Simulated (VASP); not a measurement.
Write the native input for VASP 6.6.1 that does the following.

| Property | Result |
| --- | --- |
| Task | single point |
| Functional | PBE |
| Potentials or basis | VASP PAW PBE potentials, release 64 (Ga_d, Sb) |
| Cutoff | 520 eV |
| k mesh | 1 × 1 × 11 |
| Occupations | gaussian, width 0.05 eV |
| Spin | no spin polarisation |
| Dipole correction | no |
| Further INCAR settings | ALGO = Normal; EDIFF = 1e-06; NBANDS = 66 |

The structure of GaSb lies in POSCAR:

```
GaSb
1.0
   16.0000000000      0.0000000000      0.0000000000
    0.0000000000     16.6000000000      0.0000000000
    0.0000000000      0.0000000000      4.2894798525
Ga Sb
6 6
Direct
    0.6955049060      0.5668212829      0.5000000000
    0.5377402962      0.6964988676      0.0000000000
    0.3422672714      0.6297067760      0.5000000000
    0.3044950940      0.4331787171      0.0000000000
    0.4622597038      0.3035011324      0.5000000000
    0.6577327286      0.3702932240      0.0000000000
    0.6977430718      0.6599239815      0.0000000000
    0.4551935012      0.7449112654      0.5000000000
    0.2574697419      0.5850646228      0.0000000000
    0.3022569282      0.3400760185      0.5000000000
    0.5448064988      0.2550887346      0.0000000000
    0.7425302581      0.4149353772      0.5000000000
```

These files were run (other wordings do the same):

INCAR

```
  PREC = Accurate
  ENCUT = 520
  EDIFF = 1E-6
  ISMEAR = 0
  SIGMA = 0.05
  LREAL = False
  LASPH = True
  NELM = 100
  ALGO = Normal
  ISIF = 2
  LWAVE = False
  LCHARG = False
  GGA = PE
  NBANDS = 66
```

KPOINTS

```
regular mesh
0
Gamma
  1 1 11
```

Potentials or basis: VASP PAW PBE potentials, release 64 (Ga_d, Sb).

Run with:

```console
$ cat potpaw_PBE.64/Ga_d/POTCAR potpaw_PBE.64/Sb/POTCAR > POTCAR
$ mpirun -np 1 vasp_std > vasp.out
```

Results of the run:

* Largest force: 0.025 eV/Å
* Band gap on the k mesh: 0.80 eV

Caveat: spin-orbit coupling is left out, which moves the levels of the heavy elements.

It took 11 min on 1 thread of Intel(R) Xeon(R) 6975P-C (Granite Rapids), with other jobs on the host, peak memory 1 GiB.
